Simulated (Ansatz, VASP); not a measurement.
Two plane-wave programs on Bi

```
CELL_PARAMETERS angstrom
-2.00750 2.00750 2.00750
2.00750 -2.00750 2.00750
2.00750 2.00750 -2.00750
ATOMIC_POSITIONS crystal
Bi 0.00000 0.00000 0.00000
```

Alike in both runs: task single point; functional b88 exchange, pbe correlation; k mesh 9 × 9 × 9; occupations fermi-dirac, width 0.05 eV; no spin polarisation.

|  | VASP | Ansatz |
| --- | --- | --- |
| version | VASP 6.6.1 | Ansatz 0.2.0 |
| potentials or method | VASP PAW PBE potentials, release 64 (Bi_d) | Ansatz PAW |
| plane-wave cutoff (eV) | 500 | 420 |
| valence electrons in the cell | 15 | 15 |

```tsv
	VASP	Ansatz	Ansatz less VASP
gap on the k mesh at the Fermi level (eV)	none	none	-
pressure (GPa)	-1.4	-1.3	+0.05
```

VASP's potentials were made for PBE, not for b88 exchange, pbe correlation. A gap of «none» marks a metal or a gap that the smearing closes.

Spin-orbit coupling is off throughout.
